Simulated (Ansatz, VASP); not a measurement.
# Two plane-wave programs on SiC

Contents of INCAR:

```
SYSTEM = SiC
  ALGO = Normal
  EDIFF = 1E-6
  ENCUT = 520
  GGA = PS
  ISIF = 2
  ISMEAR = 0
  LASPH = .True.
  LCHARG = .False.
  LREAL = .False.
  LWAVE = .False.
  NBANDS = 11
  NELM = 60
  PREC = Accurate
  SIGMA = 0.05
```

KPOINTS

```
k-points
0
Gamma
  12 12 12
  0 0 0
```

File POSCAR:

```
SiC
1.0
    0.0000000000      2.2927071473      2.2927071473
    2.2927071473      0.0000000000      2.2927071473
    2.2326382200      2.2326382200      0.0600689273
Si C
1 1
Direct
    0.0000000000      0.0000000000      0.0000000000
    0.7500000000      0.7500000000      0.7500000000
```

Input for Ansatz:

```yaml
crystal:
  lattice:
    - [0.0, 2.2927071473, 2.2927071473]
    - [2.2927071473, 0.0, 2.2927071473]
    - [2.23263822, 2.23263822, 0.0600689273]
  atoms:
    - { symbol: Si, position: [0.0, 0.0, 0.0] }
    - { symbol: C, position: [0.75, 0.75, 0.75] }
basis:
  ecutwfc: 520.0
kpoints:
  mp_grid: { grid: [12, 12, 12] }
hamiltonian:
  xc: pbesol
  pseudopotentials: { kind: paw, azcp: { folder: soft_1 } }
scf:
  occupations: { method: gaussian, width: 0.05 }
output:
  forces: true
  stress: true
  eigenvalues: true
```

Alike in both runs: task single point; functional PBEsol; k mesh 12 × 12 × 12; occupations gaussian, width 0.05 eV; no spin polarisation.

```csv
,VASP,Ansatz
version,VASP 6.6.1,Ansatz 0.2.0
potentials or method,"VASP PAW PBE potentials, release 64 (Si, C), cutoff 520 eV","scalar-relativistic, plane waves, PAW"
valence electrons in the cell,8,8
```

|  | VASP | Ansatz | Ansatz less VASP |
| --- | --- | --- | --- |
| gap on the k mesh at the Fermi level (eV) | 1.20 | 1.21 | +0.011 |
| least direct gap on the mesh (eV) | 4.09 | 4.10 | +0.012 |
| pressure (GPa) | -19.4 | -19.7 | -0.29 |
| traceless stress, the component that is largest in VASP (GPa) | 5.53 | 5.48 | -0.046 |
| rms of the force components (eV/Å) | 0.127 | 0.123 | -0.0034 |

VASP's potentials were made for PBE, not for PBEsol, and Ansatz warns of the same on its side. Atom by atom the forces differ by 0.003 eV/Å (rms over components).
